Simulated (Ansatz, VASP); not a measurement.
**One calculation of NaCl, two programs**

File INCAR:

```
SYSTEM = NaCl
  ALGO = Normal
  EDIFF = 1E-6
  ENCUT = 500
  GGA = PE
  GGA_COMPAT = .False.
  ISIF = 2
  ISMEAR = 0
  LASPH = .True.
  LCHARG = .True.
  LELF = .True.
  LREAL = .False.
  LVHAR = .True.
  LWAVE = .False.
  NBANDS = 14
  NELM = 120
  PREC = Accurate
  SIGMA = 0.01
```

Contents of KPOINTS:

```
k-points
0
Gamma
  4 4 4
  0 0 0
```

POSCAR

```
NaCl
1.0
    0.0000000000      2.8100000000      2.8100000000
    2.8100000000      0.0000000000      2.8100000000
    2.8100000000      2.8100000000      0.0000000000
Na Cl
1 1
Direct
   -0.0006737409     -0.0019390684      0.0007922166
    0.5004369294      0.5012575097      0.4994862364
```

Input for Ansatz:

```yaml
crystal:
  lattice:
    - [0.0, 2.81, 2.81]
    - [2.81, 0.0, 2.81]
    - [2.81, 2.81, 0.0]
  atoms:
    - { symbol: Na, position: [-0.0006737408833132774, -0.0019390684261869965, 0.0007922165765643889] }
    - { symbol: Cl, position: [0.5004369294183849, 0.5012575097347243, 0.4994862363654099] }
basis:
  ecutwfc: 420.0
kpoints:
  mp_grid:
    grid: [4, 4, 4]
hamiltonian:
  xc: pbe
scf:
  occupations:
    method: fixed
output:
  forces: true
```

Alike in both runs: task single point; functional PBE; k mesh 4 × 4 × 4; no spin polarisation.

|  | VASP | Ansatz |
| --- | --- | --- |
| version | VASP 6.6.1 | Ansatz 0.2.0 |
| potentials or method | VASP PAW PBE potentials, release 64 (Na_pv, Cl), cutoff 500 eV | plane waves, PAW |
| occupations | gaussian, width 0.01 eV | fixed |
| valence electrons in the cell | 14 | 16 |

|  | VASP | Ansatz | Ansatz less VASP |
| --- | --- | --- | --- |
| rms of the force components (eV/Å) | 0.011 | 0.011 | -0.0001 |

Atom by atom the forces differ by 0.000 eV/Å (rms over components). VASP's potentials hold 14 valence electrons a cell and Ansatz's 16, so a difference there can come from the potentials and not from the codes.

The k mesh is coarse, so the values compare programs but aren't converged.
